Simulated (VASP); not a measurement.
Write the native input for VASP 6.6.1 that does the following.

```yaml
Task: single point
Functional: LDA
Potentials_or_basis: VASP PAW LDA potentials, release 64 (Ti_sv)
Cutoff: 520 eV
k_mesh: 20 × 20 × 20
Occupations: gaussian, width 0.15 eV
Spin: no spin polarisation
Dipole_correction: no
Further_INCAR_settings: ALGO = Normal; EDIFF = 1e-06; NBANDS = 12
```

The structure of Ti lies in POSCAR:

```
Ti
1.0
   -1.6410000000      1.6410000000      1.6410000000
    1.6410000000     -1.6410000000      1.6410000000
    1.6410000000      1.6410000000     -1.6410000000
Ti
1
Direct
    0.0000000000      0.0000000000      0.0000000000
```

The input as run:

INCAR

```
SYSTEM = Ti
PREC = Accurate ; ENCUT = 520
EDIFF = 1E-6 ; ISMEAR = 0
SIGMA = 0.15 ; LREAL = .False.
LASPH = .True. ; NELM = 60
ALGO = Normal ; ISIF = 2
LWAVE = .False. ; LCHARG = .False.
NBANDS = 12
```

KPOINTS

```
regular mesh
0
Gamma
  20 20 20
  0 0 0
```

Potentials or basis: VASP PAW LDA potentials, release 64 (Ti_sv).

Command:

```console
$ cat potpaw_LDA.64/Ti_sv/POTCAR > POTCAR
$ mpirun -np 1 vasp_std > vasp.out
```

Results of the run:

```
Pressure               : -10.8 GPa
Band gap on the k mesh : zero (band 6 reaches 8.60 eV, above the bottom of band 7 at 7.02 eV)
```

It took 22 s on 1 thread of Intel(R) Xeon(R) Platinum 8488C (Sapphire Rapids), with other jobs on the host, peak memory 0.17 GiB.
